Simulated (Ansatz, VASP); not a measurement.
Two plane-wave programs on Sn

INCAR

```
ALGO = Normal ; EDIFF = 1E-6
ENCUT = 520 ; GGA = PE
GGA_COMPAT = False ; ISIF = 2
ISMEAR = 0 ; LASPH = True
LCHARG = False ; LNONCOLLINEAR = True
LORBIT = 11 ; LORBMOM = True
LREAL = False ; LSORBIT = True
LWAVE = False ; MAGMOM = 0 0 0
NBANDS = 25 ; NELM = 150
PREC = Accurate ; SIGMA = 0.05
```

Contents of KPOINTS:

```
k-points
0
Gamma
  8 8 8
```

POSCAR

```
Sn
1.0
   -1.9009315874      1.9009315874      1.9009315874
    1.9009315874     -1.9009315874      1.9009315874
    1.9009315874      1.9009315874     -1.9009315874
Sn
1
Direct
    0.0000000000      0.0000000000      0.0000000000
```

Input for Ansatz:

```yaml
crystal:
  lattice:
    - [-1.9009315874, 1.9009315874, 1.9009315874]
    - [1.9009315874, -1.9009315874, 1.9009315874]
    - [1.9009315874, 1.9009315874, -1.9009315874]
  atoms:
    - { symbol: Sn, position: [0.0, 0.0, 0.0] }
basis:
  ecutwfc: 420
  ecutrho_ratio: 4
kpoints:
  mp_grid: { grid: [8, 8, 8] }
hamiltonian:
  xc: pbe
scf:
  occupations: { method: gaussian, width: 0.05 }
output:
  forces: true
  stress: true
  eigenvalues: true
  populations: true
  topological_invariants: true
magnetization:
  noncollinear: true
  spin_orbit: true
```

Alike in both runs: task single point; functional PBE; k mesh 8 × 8 × 8; occupations gaussian, width 0.05 eV; non-collinear spin, spin-orbit coupling.

```csv
,VASP,Ansatz
version,VASP 6.6.1,Ansatz 0.2.0
potentials or method,"VASP PAW PBE potentials, release 64 (Sn_d), cutoff 520 eV","plane waves, PAW"
valence electrons in the cell,14,14
```

Ansatz gave:

| Quantity | Value |
| --- | --- |
| pressure (GPa) | 0.9 |
| net moment per atom (μB) | 0.00 |

Task: Which values does VASP return?

Result: Pressure (GPa): 0.8; net moment per atom (μB): 0.00.

The functional is the same, so the differences come from potentials, cutoffs and numerics.
